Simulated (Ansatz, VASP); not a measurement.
# Mg: VASP beside Ansatz

The input INCAR:

```
SYSTEM = Mg
PREC = Accurate
ENCUT = 520
EDIFF = 1E-6
ISMEAR = -1
SIGMA = 0.1
LREAL = .False.
LASPH = .True.
NELM = 60
ALGO = Normal
ISIF = 2
LWAVE = .False.
LCHARG = .False.
GGA = B5
ALDAX = 1.0
AGGAX = 1.0
AGGAC = 1.0
ALDAC = 0.0
NBANDS = 12
```

The input KPOINTS:

```
regular mesh
0
Gamma
  13 13 4
  0 0 0
```

File POSCAR:

```
Mg
1.0
    3.0850224638      0.0000000000      0.0000000000
   -1.5425112319      2.6717078249      0.0000000000
    0.0000000000      0.0000000000     10.0471600256
Mg
4
Direct
    1.0000000000      1.0000000000      0.0000000000
    1.0000000000      1.0000000000      0.5000000000
    0.3333333333      0.6666666667      0.2500000000
    0.6666666667      0.3333333333      0.7500000000
```

Input for Ansatz:

```yaml
crystal:
  lattice:
    - [3.0850224638, 0.0, 0.0]
    - [-1.5425112319, 2.6717078249, 0.0]
    - [0.0, 0.0, 10.0471600256]
  atoms:
    - { symbol: Mg, position: [1.0, 1.0, 0.0] }
    - { symbol: Mg, position: [1.0, 1.0, 0.5] }
    - { symbol: Mg, position: [0.3333333333, 0.6666666667, 0.25] }
    - { symbol: Mg, position: [0.6666666667, 0.3333333333, 0.75] }
hamiltonian:
  xc: blyp
  pseudopotentials:
    kind: paw
    azcp:
      Mg: "pseudopotentials/Mg.paw.azcp"
basis:
  ecutwfc: 420
  fft_grid_basis: typed
kpoints:
  mp_grid: { grid: [13, 13, 4], shift: [0, 0, 0] }
magnetization:
  spin_polarized: false
scf:
  occupations: { method: fermi_dirac, width: 0.1 }
  lower_state_search: "off"
output:
  stress: true
  write_density: true
  write_potential: true
  elf: true
  volumetric_format: npy
```

Alike in both runs: task single point; functional BLYP; k mesh 13 × 13 × 4; occupations fermi-dirac, width 0.1 eV; no spin polarisation.

```csv
,VASP,Ansatz
version,VASP 6.6.1,Ansatz 0.2.0
potentials or method,"VASP PAW PBE potentials, release 64 (Mg), cutoff 520 eV","plane waves (420 eV) with PAW, scalar-relativistic"
valence electrons in the cell,8,40
```

|  | VASP | Ansatz | Ansatz less VASP |
| --- | --- | --- | --- |
| pressure (GPa) | 5.3 | 5.3 | +0.02 |
| traceless stress, the component that is largest in VASP (GPa) | -0.09 | -0.09 | +0.004 |

VASP's potentials were made for PBE, not for BLYP. VASP's potentials hold 8 valence electrons a cell and Ansatz's 40, so a difference there can come from the potentials and not from the codes.
